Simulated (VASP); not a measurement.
Input of a VASP 6.6.1 run:

File INCAR:

```
SYSTEM = HfC
PREC = Accurate ; ENCUT = 600
EDIFF = 1E-6 ; ISMEAR = -1
SIGMA = 0.15 ; LREAL = .FALSE.
LASPH = .TRUE. ; NELM = 120
ALGO = Normal ; ISIF = 2
LWAVE = .FALSE. ; LCHARG = .FALSE.
GGA = PE ; NBANDS = 14
GGA_COMPAT = .FALSE.
```

Contents of KPOINTS:

```
regular mesh
0
G
  10 10 10
  0 0 0
```

File POSCAR:

```
HfC
1.0
    0.0000000000      2.3555956150      2.3555956150
    2.3555956150      0.0000000000      2.3555956150
    2.3555956150      2.3555956150      0.0000000000
Hf C
1 1
Direct
    0.5000000000      0.5000000000      0.5000000000
    0.0000000000      0.0000000000      0.0000000000
```

Potentials or basis: VASP PAW PBE potentials, release 64 (Hf_pv, C).

Launch:

```sh
$ cat potpaw_PBE.64/Hf_pv/POTCAR potpaw_PBE.64/C/POTCAR > POTCAR
$ mpirun -np 1 vasp_std > vasp.out
```

(1) Predict the pressure.

(2) What does it give for the band gap on the k mesh?

Answers

(1) -9.1 GPa.

(2) zero (bands 7 and 8 overlap by 1.39 eV).

Caveat: the cell stands under tension; spin-orbit coupling is left out, which moves the levels of the heavy elements.
